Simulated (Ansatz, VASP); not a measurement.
## AlFe in VASP and in Ansatz

INCAR

```
PREC = Accurate
ENCUT = 520
EDIFF = 1E-7
ISMEAR = -1
SIGMA = 0.1
LREAL = F
LASPH = T
NELM = 150
ALGO = Normal
ISIF = 2
LWAVE = F
LCHARG = F
ISPIN = 2
MAGMOM = 0 3
LORBIT = 11
LMAXMIX = 4
GGA = PE
NBANDS = 16
```

Contents of KPOINTS:

```
regular mesh
0
Gamma
  11 11 11
```

File POSCAR:

```
AlFe
1.0
    2.9577133983      0.0000000000      0.0000000000
    0.0000000000      2.9577133983      0.0000000000
    0.0000000000      0.0000000000      2.9577133983
Al Fe
1 1
Direct
    0.0000000000      0.0000000000      0.0000000000
    0.5000000000      0.5000000000      0.5000000000
```

Input for Ansatz:

```yaml
crystal:
  lattice:
    - [2.9577133983, 0.0, 0.0]
    - [0.0, 2.9577133983, 0.0]
    - [0.0, 0.0, 2.9577133983]
  atoms:
    - { symbol: Al, position: [0.0, 0.0, 0.0] }
    - { symbol: Fe, position: [0.5, 0.5, 0.5], spin: 3.0 }
magnetization:
  spin_polarized: true
kpoints:
  mp_grid: { grid: [11, 11, 11] }
scf:
  occupations: { method: fermi_dirac, width: 0.1 }
  lower_state_search: "off"
hamiltonian:
  xc: pbe
  pseudopotentials: { kind: all_electron, lapw: { basis_error: 0.001 } }
output:
  forces: true
  stress: true
  eigenvalues: false
  populations: true
```

Change from the starting cell: volume scaled by 1.05, LAPW.

Alike in both runs: task single point; functional PBE; k mesh 11 × 11 × 11; occupations fermi-dirac, width 0.1 eV; collinear spin.

|  | VASP | Ansatz |
| --- | --- | --- |
| version | VASP 6.6.1 | Ansatz 0.2.0 |
| potentials or method | VASP PAW PBE potentials, release 64 (Al, Fe), cutoff 520 eV | all-electron LAPW, scalar-relativistic |

|  | VASP | Ansatz | Ansatz less VASP |
| --- | --- | --- | --- |
| pressure (GPa) | -12.2 | -12.3 | -0.02 |
| net moment per atom (μB) | 0.38 | 0.38 | 0.000 |
| size of the moment on the site where the two differ most (μB) | 0.81 | 0.82 | +0.012 |

Site moments also hang on the region over which each program counts them. Ansatz ran all-electron here, and VASP with PAW potentials.
